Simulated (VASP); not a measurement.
# Pt (P2_1/m) in VASP: further runs, part 2 of 2

VASP 6.6.1. Earlier steps stand in the parts before.

### Step 3. Single point, LDA (mode 1 frozen in at -0.078 Å and mode 2 at +0.026 Å (largest displacements))

Contents of INCAR:

```
SYSTEM = Pt
ALGO = Fast ; EDIFF = 1E-6
ENCUT = 520 ; ISIF = 2
ISMEAR = 0 ; LASPH = .True.
LCHARG = .True. ; LELF = .True.
LREAL = .False. ; LVHAR = .True.
LWAVE = .False. ; NBANDS = 28
NELM = 80 ; PREC = Accurate
SIGMA = 0.15
```

Contents of KPOINTS:

```
k-points
0
Gamma
  18 18 6
  0 0 0
```

Contents of POSCAR:

```
Pt
1.0
    2.7082945870      0.0000000000      0.0000000000
   -1.3541472935      2.3454519133      0.0000000000
    0.0000000000      0.0000000000      9.3530207388
Pt
4
Direct
    0.6434088965      0.3444186171      0.3750000000
    0.6434088965      0.3444186171      0.8750000000
    0.3565911035      0.6555813829      0.1250000000
    0.3565911035      0.6555813829      0.6250000000
```

Potentials or basis: VASP PAW LDA potentials, release 64 (Pt).

Run with:

```sh
cat potpaw_LDA.64/Pt/POTCAR > POTCAR
mpirun -np 1 vasp_std > vasp.out
```

It took 9 min on 1 thread of Intel Xeon 6975P-C (Granite Rapids), shared host; peak memory 0.78 GiB.

It converged, with:

| Item | Value |
| --- | --- |
| Free energy | -29.7938 eV |
| Pressure | 1.2 GPa |
| Largest force | 0.091 eV/Å |
| Band gap on the k mesh | zero (band 20 reaches 12.03 eV, above the bottom of band 21 at 10.57 eV) |

Forces in eV/Å, atoms in the order of the input:
```
Pt   0.053 -0.074  0.000
Pt   0.053 -0.074  0.000
Pt  -0.053  0.074  0.000
Pt  -0.053  0.074  0.000
```

Stress tensor (GPa, compression positive):
```
 1.65 -0.86  0.00
-0.86  0.52  0.00
 0.00  0.00  1.58
```

Levels at points of the mesh, in eV from the Fermi level:
| k point | band 16 | band 17 | band 18 | band 19 | band 20 | band 21 | band 22 | band 23 | band 24 | band 25 |
| --- | --- | --- | --- | --- | --- | --- | --- | --- | --- | --- |
| (0.00, 0.00, 0.00) | -2.34 | -1.64 | -1.00 | -1.00 | -0.96 | -0.78 | -0.78 | -0.61 | 0.05 | 5.18 |
| (0.50, 0.00, 0.00) | -0.01 | 0.37 | 0.45 | 0.45 | 0.48 | 2.02 | 2.02 | 2.11 | 4.17 | 6.63 |
| (0.00, 0.50, 0.00) | -0.09 | 0.34 | 0.44 | 0.44 | 0.51 | 1.85 | 1.85 | 2.25 | 4.05 | 6.77 |
| (0.50, 0.50, 0.00) | -0.01 | 0.24 | 0.43 | 0.43 | 0.61 | 1.19 | 1.19 | 2.77 | 3.58 | 7.22 |
| (0.00, 0.00, 0.50) | -2.81 | -1.89 | -1.89 | -1.31 | -1.31 | -0.58 | -0.58 | -0.24 | -0.24 | 7.99 |
| (0.50, 0.00, 0.50) | -0.44 | 0.41 | 0.41 | 0.47 | 0.47 | 1.02 | 1.02 | 3.66 | 3.66 | 6.90 |
| (0.00, 0.50, 0.50) | -0.63 | 0.39 | 0.39 | 0.49 | 0.49 | 1.19 | 1.19 | 3.52 | 3.52 | 7.05 |
| (0.50, 0.50, 0.50) | -0.68 | 0.31 | 0.31 | 0.56 | 0.56 | 1.84 | 1.84 | 3.00 | 3.00 | 7.60 |

Caveat: the cell differs from its parent crystal (mode 1 frozen in at -0.078 Å and mode 2 at +0.026 Å (largest displacements)); spin-orbit coupling is left out, which moves the levels of the heavy elements.

### Step 4. Single point, LDA (mode 1 frozen in at -0.052 Å and mode 2 at -0.052 Å (largest displacements))

Contents of INCAR:

```
SYSTEM = Pt
PREC = Accurate
ENCUT = 520
EDIFF = 1E-7
ISMEAR = 0
SIGMA = 0.15
LREAL = .False.
LASPH = .True.
NELM = 100
ALGO = Fast
ISIF = 2
LWAVE = .False.
LCHARG = .True.
LELF = .True.
LVHAR = .True.
NBANDS = 28
```

Contents of KPOINTS:

```
regular mesh
0
Gamma
  18 18 6
  0 0 0
```

Contents of POSCAR:

```
Pt
1.0
    2.7082945870      0.0000000000      0.0000000000
   -1.3541472935      2.3454519133      0.0000000000
    0.0000000000      0.0000000000      9.3530207388
Pt
4
Direct
    0.6363811082      0.3111627658      0.3750000000
    0.6363811082      0.3111627658      0.8750000000
    0.3636188918      0.6888372342      0.1250000000
    0.3636188918      0.6888372342      0.6250000000
```

Run with:

```sh
cat potpaw_LDA.64/Pt/POTCAR > POTCAR
mpirun -np 1 vasp_std > vasp.out
```

Wall time 10 min (1 thread of Intel Xeon 6975P-C (Granite Rapids), shared host); peak memory 0.79 GiB.

Results (log left out):

```yaml
Free_energy: -29.8076 eV
Pressure: 1.1 GPa
Largest_force: 0.077 eV/Å
Band_gap_on_the_k_mesh: zero (band 20 reaches 12.00 eV, above the bottom of band 21 at 10.56 eV)
```

Forces in eV/Å, atoms in the order of the input:
```
Pt  -0.077  0.000  0.000
Pt  -0.077  0.000  0.000
Pt   0.077  0.000  0.000
Pt   0.077  0.000  0.000
```

Stress tensor (GPa, compression positive):
```
0.75 0.03 0.00
0.03 1.50 0.00
0.00 0.00 0.93
```

Levels at points of the mesh, in eV from the Fermi level:
| k point | band 17 | band 18 | band 19 | band 20 | band 21 | band 22 | band 23 | band 24 |
| --- | --- | --- | --- | --- | --- | --- | --- | --- |
| (0.00, 0.00, 0.00) | -1.66 | -1.00 | -1.00 | -0.97 | -0.79 | -0.79 | -0.58 | 0.05 |
| (0.50, 0.00, 0.00) | 0.39 | 0.45 | 0.45 | 0.46 | 2.02 | 2.11 | 2.11 | 4.24 |
| (0.00, 0.50, 0.00) | 0.27 | 0.43 | 0.43 | 0.58 | 1.36 | 1.36 | 2.63 | 3.71 |
| (0.50, 0.50, 0.00) | 0.30 | 0.44 | 0.44 | 0.55 | 1.57 | 1.57 | 2.47 | 3.85 |
| (0.00, 0.00, 0.50) | -1.91 | -1.91 | -1.33 | -1.33 | -0.57 | -0.57 | -0.23 | -0.23 |
| (0.50, 0.00, 0.50) | 0.43 | 0.43 | 0.46 | 0.46 | 0.91 | 0.91 | 3.74 | 3.74 |
| (0.00, 0.50, 0.50) | 0.33 | 0.33 | 0.54 | 0.54 | 1.66 | 1.66 | 3.14 | 3.14 |
| (0.50, 0.50, 0.50) | 0.35 | 0.35 | 0.52 | 0.52 | 1.46 | 1.46 | 3.30 | 3.30 |

Caveat: the cell differs from its parent crystal (mode 1 frozen in at -0.052 Å and mode 2 at -0.052 Å (largest displacements)); spin-orbit coupling is left out, which moves the levels of the heavy elements.

### Step 5. Single point, LDA (mode 1 frozen in at -0.052 Å and mode 2 at +0.052 Å (largest displacements))

Contents of INCAR:

```
PREC     = Accurate       # precision mode
ENCUT    = 520            # plane-wave cutoff, eV
EDIFF    = 1E-6           # SCF threshold, eV
ISMEAR   = 0              # smearing method
SIGMA    = 0.15           # smearing width, eV
LREAL    = False          # projectors in reciprocal space
LASPH    = True           # aspherical terms in the spheres
NELM     = 100            # most SCF steps
ALGO     = Fast           # electronic algorithm
ISIF     = 2              # what is computed and relaxed
LWAVE    = False          # write WAVECAR
LCHARG   = False          # write CHGCAR
GGA      = CA             # functional
NBANDS   = 28             # bands
```

Contents of KPOINTS:

```
Automatic mesh
0
Gamma
  18 18 6
```

Contents of POSCAR:

```
Pt
1.0
    2.7082945870      0.0000000000      0.0000000000
   -1.3541472935      2.3454519133      0.0000000000
    0.0000000000      0.0000000000      9.3530207388
Pt
4
Direct
    0.6585516757      0.3555039008      0.3750000000
    0.6585516757      0.3555039008      0.8750000000
    0.3414483243      0.6444960992      0.1250000000
    0.3414483243      0.6444960992      0.6250000000
```

Potentials or basis: VASP PAW LDA potentials, release 64 (Pt).

Run with:

```sh
cat potpaw_LDA.64/Pt/POTCAR > POTCAR
mpirun -np 1 vasp_std > vasp.out
```

OUTCAR:

```text
PREC = Accurate
   ENCUT = 520
   EDIFF = 1E-6
   ISMEAR = 0
   LREAL = False
   LASPH = True
   NELM = 100
   ISIF = 2
   GGA = CA

 ion  position               nearest neighbor table
   1  0.659  0.356  0.375-   3 2.74   4 2.74   3 2.84   4 2.84   3 2.87   4 2.87
   2  0.659  0.356  0.875-   3 2.74   4 2.74   3 2.84   4 2.84   3 2.87   4 2.87
   3  0.341  0.644  0.125-   1 2.74   2 2.74   1 2.84   2 2.84   1 2.87   2 2.87
   4  0.341  0.644  0.625-   1 2.74   2 2.74   1 2.84   2 2.84   1 2.87   2 2.87

  LATTYP: Found a hexagonal cell.
[... 965 lines left out ...]
  --------------------------------------------------------------------------------------
  -------------------------------------------------------------------------------------
  Total        0.5499339      0.2671166      0.4730933     -0.2888614      0.0000000      0.0000000
  in kB       14.8301919      7.2033933     12.7580129     -7.7897899      0.0000000      0.0000000
  external PRESSURE =      11.5971993 kB  Pullay stress =       0.0000000 kB

 VOLUME and BASIS-vectors are now :
 -----------------------------------------------------------------------------
  energy-cutoff  :      520.00
  volume of cell :       59.41
      direct lattice vectors                 reciprocal lattice vectors
     2.708294587  0.000000000  0.000000000     0.369236052  0.213178534  0.000000000
    -1.354147294  2.345451913  0.000000000     0.000000000  0.426357068  0.000000000
     0.000000000  0.000000000  9.353020739     0.000000000  0.000000000  0.106917329

 POSITION                                       TOTAL-FORCE (eV/Angst)
 -----------------------------------------------------------------------------------
      1.30215      0.83382      3.50738         0.072987      0.003409      0.000000
      1.30215      0.83382      8.18389         0.072987      0.003409     -0.000000
      0.05200      1.51163      1.16913        -0.072987     -0.003409      0.000000
      0.05200      1.51163      5.84564        -0.072987     -0.003409      0.000000
 -----------------------------------------------------------------------------------
    total drift:                                0.000000     -0.000000     -0.000000

  FREE ENERGIE OF THE ION-ELECTRON SYSTEM (eV)
  ---------------------------------------------------
  free  energy   TOTEN  =       -29.7969756703 eV

  energy  without entropy=      -29.7249461668  energy(sigma->0) =      -29.76096092
```

OSZICAR:

```text
N       E                     dE             d eps       ncg     rms          rms(c)
DAV:   1     0.242820422545E+03    0.24282E+03   -0.20786E+04 36736   0.139E+03
DAV:   2    -0.241462099295E+02   -0.26697E+03   -0.25564E+03 40736   0.311E+02
DAV:   3    -0.314783629312E+02   -0.73322E+01   -0.71771E+01 42084   0.500E+01
[... 11 lines left out ...]
RMM:  15    -0.297970201824E+02    0.17027E-04   -0.33489E-06 27155   0.124E-02    0.239E-01
RMM:  16    -0.297969872452E+02    0.32937E-04   -0.22185E-05 40208   0.307E-02    0.119E-01
RMM:  17    -0.297969774888E+02    0.97563E-05   -0.10977E-05 38869   0.216E-02    0.485E-02
RMM:  18    -0.297969758153E+02    0.16735E-05   -0.35022E-06 28212   0.114E-02    0.154E-02
RMM:  19    -0.297969756703E+02    0.14503E-06   -0.67420E-07 20129   0.477E-03
   1 F= -.29796976E+02 E0= -.29760961E+02  d E =-.720295E-01
```

stdout:

```text
POSCAR found type information on POSCAR Pt
 POSCAR found :  1 types and       4 ions
 scaLAPACK will be used
 LDA part: xc-table for (Slater(with rela. corr.)+CA(PZ))
 , standard interpolation
 POSCAR, INCAR and KPOINTS ok, starting setup
 FFT: planning ... GRIDC
 FFT: planning ... GRID_SOFT
 FFT: planning ... GRID
 WAVECAR not read
 entering main loop
```

Wall time 8.3 min (1 thread of Intel Xeon 6975P-C (Granite Rapids), shared host); peak memory 0.79 GiB.

What came out:

```
Free energy            : -29.7970 eV
Pressure               : 1.2 GPa
Largest force          : 0.073 eV/Å
Band gap on the k mesh : zero (band 20 reaches 12.02 eV, above the bottom of band 21 at 10.57 eV)
```

Forces on the atoms (eV/Å):
```
Pt   0.073  0.003  0.000
Pt   0.073  0.003  0.000
Pt  -0.073 -0.003  0.000
Pt  -0.073 -0.003  0.000
```

Caveat: the cell differs from its parent crystal (mode 1 frozen in at -0.052 Å and mode 2 at +0.052 Å (largest displacements)); spin-orbit coupling is left out, which moves the levels of the heavy elements.
